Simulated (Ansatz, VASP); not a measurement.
Fe in VASP and in Ansatz

```xyz
1
Lattice="-1.3911 1.3911 1.3911 1.3911 -1.3911 1.3911 1.3911 1.3911 -1.3911" Properties=species:S:1:pos:R:3 pbc="T T T"
Fe    0.0000    0.0000    0.0000
```

Alike in both runs: functional RPBE; k mesh 15 × 15 × 15; occupations fermi-dirac, width 0.1 eV; no spin polarisation.

Ansatz relaxed the structure, and its values are those at the end. VASP's run is a single point on that final structure, the one shown.

|  | VASP | Ansatz |
| --- | --- | --- |
| version | VASP 6.6.1 | Ansatz 0.2.0 |
| potentials or method | VASP PAW PBE potentials, release 64 (Fe_sv), cutoff 690 eV | plane waves (420 eV) with PAW, scalar-relativistic |
| valence electrons in the cell | 16 | 16 |

```tsv
	VASP	Ansatz	Ansatz less VASP
pressure (GPa)	-1.7	0.0	+1.73
```

VASP's potentials were made for PBE, not for RPBE. With one functional, cell and mesh, what is left measures potentials, basis and numerics.
